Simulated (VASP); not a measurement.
Set up this calculation in VASP 6.6.1, as the native input.

- Task: relaxation of cell and atoms
- Functional: PBE
- Potentials or basis: VASP PAW PBE potentials, release 64 (Mg, Cd, Se)
- Cutoff: 600 eV
- k mesh: 12 × 12 × 12
- Occupations: gaussian, width 0.1 eV
- Spin: no spin polarisation
- Dipole correction: no
- Further INCAR settings: ALGO = Normal; EDIFF = 1e-06; IBRION = 2; EDIFFG = -0.01; NSW = 100; ISIF = 3

The structure of MgCdSe lies in POSCAR:

```
MgCdSe
1.0
    4.7151675747      0.0000000000      0.0000000000
   -2.3575837874      4.0834549028      0.0000000000
    0.0000000000      0.0000000000      3.7102522768
Mg Cd Se
1 1 1
Direct
    0.6666666667      0.3333333333      0.5000000000
    0.3333333333      0.6666666667      0.0000000000
    0.0000000000      0.0000000000      0.0000000000
```

The input as run:

INCAR

```
SYSTEM = MgCdSe
PREC = Accurate
ENCUT = 600
EDIFF = 1E-6
ISMEAR = 0
SIGMA = 0.1
LREAL = .FALSE.
LASPH = .TRUE.
NELM = 60
ALGO = Normal
ISIF = 3
LWAVE = .FALSE.
LCHARG = .FALSE.
GGA = PE
IBRION = 2
NSW = 100
EDIFFG = -0.01
```

KPOINTS

```
regular mesh
0
G
  12 12 12
  0 0 0
```

Potentials or basis: VASP PAW PBE potentials, release 64 (Mg, Cd, Se).

Launch:

```console
$ cat potpaw_PBE.64/Mg/POTCAR potpaw_PBE.64/Cd/POTCAR potpaw_PBE.64/Se/POTCAR > POTCAR
$ mpirun -np 1 vasp_std > vasp.out
```

Results of the run:

```json
{
  "Relaxed volume": "24.01 Å³/atom",
  "Relaxed cell": "a = 4.732 Å, b = 4.732 Å, c = 3.713 Å, α = 90.00°, β = 90.00°, γ = 120.00°",
  "Space group after relaxing (to 0.05 Å)": "P-6m2 (No. 187)",
  "Energy gained by relaxing": "0.2 meV/atom",
  "Ionic steps": "2",
  "Pressure after relaxing": "0.0 GPa",
  "Band gap on the k mesh": "zero (band 10 reaches 4.24 eV, above the bottom of band 11 at 2.64 eV)"
}
```

It took 3.2 min on 1 thread of Intel Xeon 6975P-C, on a shared host, peak memory 0.39 GiB.
